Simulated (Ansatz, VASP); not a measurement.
**CsH in VASP and in Ansatz**

```
Cs H
1.0
     0.00000    3.22285    3.22285
     3.22285    0.00000    3.22285
     3.22285    3.22285    0.00000
Cs H
1 1
Cartesian
  0.0000 0.0000 0.0000
  3.2229 3.2229 3.2229
```

Change from the starting cell: volume scaled by 1.03, PAW files.

Alike in both runs: task electric field gradients; functional r2SCAN; k mesh 7 × 7 × 7; occupations fermi-dirac, width 0.02 eV; no spin polarisation.

|  | VASP | Ansatz |
| --- | --- | --- |
| version | VASP 6.6.1 | Ansatz 0.2.0 |
| potentials or method | VASP PAW PBE potentials, release 64 (Cs_sv, H) | PAW with Ansatz's default frozen-core files, scalar-relativistic |
| plane-wave cutoff (eV) | 520 | 500 |
| valence electrons in the cell | 10 | 10 |

|  | VASP | Ansatz | Ansatz less VASP |
| --- | --- | --- | --- |
| gap on the k mesh at the Fermi level (eV) | 2.93 | 2.94 | +0.012 |
| pressure (GPa) | -0.3 | -0.3 | -0.02 |

VASP's potentials were made for PBE, not for r2SCAN.

Neither program's run includes spin-orbit coupling.
